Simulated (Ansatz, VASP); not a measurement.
## Two plane-wave programs on MgI2

```
Mg I
1.0
     4.14000    0.00000    0.00000
    -2.07000    3.58535    0.00000
     0.00000    0.00000    6.88000
Mg I
1 2
Direct
  0.00000 0.00000 0.00000
  0.33333 0.66667 0.25000
  0.66667 0.33333 0.75000
```

Alike in both runs: task single point; functional PBEsol; k mesh 12 × 12 × 4; occupations fermi-dirac, width 0.02 eV; no spin polarisation.

|  | VASP | Ansatz |
| --- | --- | --- |
| version | VASP 6.6.1 | Ansatz 0.2.0 |
| potentials or method | VASP PAW PBE potentials, release 64 (Mg, I), cutoff 520 eV | plane waves, PAW |
| valence electrons in the cell | 16 | 44 |

```tsv
	VASP	Ansatz	Ansatz less VASP
pressure (GPa)	-0.8	-0.8	+0.03
traceless stress, the component that is largest in VASP (GPa)	-0.29	-0.30	-0.004
rms of the force components (eV/Å)	0.141	0.139	-0.0021
```

VASP's potentials were made for PBE, not for PBEsol, and Ansatz warns of the same on its side. Atom by atom the forces differ by 0.002 eV/Å (rms over components). With one functional, cell and mesh, what is left measures potentials, basis and numerics. VASP's potentials hold 16 valence electrons a cell and Ansatz's 44, so a difference there can come from the potentials and not from the codes.

Neither program's run includes spin-orbit coupling.
